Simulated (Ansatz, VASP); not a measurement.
CsC: VASP beside Ansatz

```
Cs C
1.0
     5.62245    0.00000    0.00000
    -2.81122    4.86918    0.00000
     0.00000    0.00000    8.98623
Cs C
4 4
Direct
  0.66667 0.33333 0.75000
  0.00000 0.00000 0.00000
  0.33333 0.66667 0.25000
  0.00000 0.00000 0.50000
  0.33333 0.66667 0.82069
  0.66667 0.33333 0.17931
  0.66667 0.33333 0.32069
  0.33333 0.66667 0.67931
```

Alike in both runs: functional PBE; k mesh 6 × 6 × 4; occupations gaussian, width 0.02 eV; no spin polarisation.

Ansatz relaxed the structure, and its values are those at the end. VASP's run is a single point on that final structure, the one shown.

```csv
,VASP,Ansatz
version,VASP 6.6.1,Ansatz 0.2.0
potentials or method,"VASP PAW PBE potentials, release 64 (Cs_sv, C_h), cutoff 910 eV","scalar-relativistic, plane waves, PAW"
valence electrons in the cell,52,52
```

```tsv
	VASP	Ansatz	Ansatz less VASP
gap on the k mesh at the Fermi level (eV)	2.40	2.41	+0.007
least direct gap on the mesh (eV)	2.40	2.41	+0.007
rms of the force components (eV/Å)	0.003	0.003	-0.0002
```

Spin-orbit coupling is off throughout. Noted on VASP's run: the cutoff is under 1.25 times that of the potentials, so the pressure is a little rough.
